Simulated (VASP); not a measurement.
A run of VASP 6.6.1 is set up as follows.

File INCAR:

```
SYSTEM = Li
  ALGO = Normal
  EDIFF = 1E-8
  ENCUT = 520
  GGA = PE
  ISIF = 2
  ISMEAR = -1
  LASPH = .True.
  LCHARG = .False.
  LEFG = .True.
  LREAL = .False.
  LWAVE = .False.
  NBANDS = 8
  NELM = 60
  PREC = Accurate
  SIGMA = 0.08
```

File KPOINTS:

```
k-points
0
Gamma
  13 13 13
  0 0 0
```

Contents of POSCAR:

```
Li
1.0
    0.0440400000      2.2240200000      2.2240200000
    2.2240200000      0.0440400000      2.2240200000
    2.2240200000      2.2240200000      0.0440400000
Li
1
Direct
    0.0000000000      0.0000000000      0.0000000000
```

Potentials or basis: VASP PAW PBE potentials, release 64 (Li_sv).

Launch:

```bash
$ cat potpaw_PBE.64/Li_sv/POTCAR > POTCAR
$ mpirun -np 1 vasp_std > vasp.out
```

Task: Estimate the band gap on the k mesh.

Result: Zero (an odd number of electrons rules out a gap without spin polarisation).

Caveat: the cell differs from its parent crystal (equal xy, yz and zx shear strains of +2 %); without QUAD_EFG the Cq values of the log hold for a quadrupole moment of 1 mb, not for the nuclei.
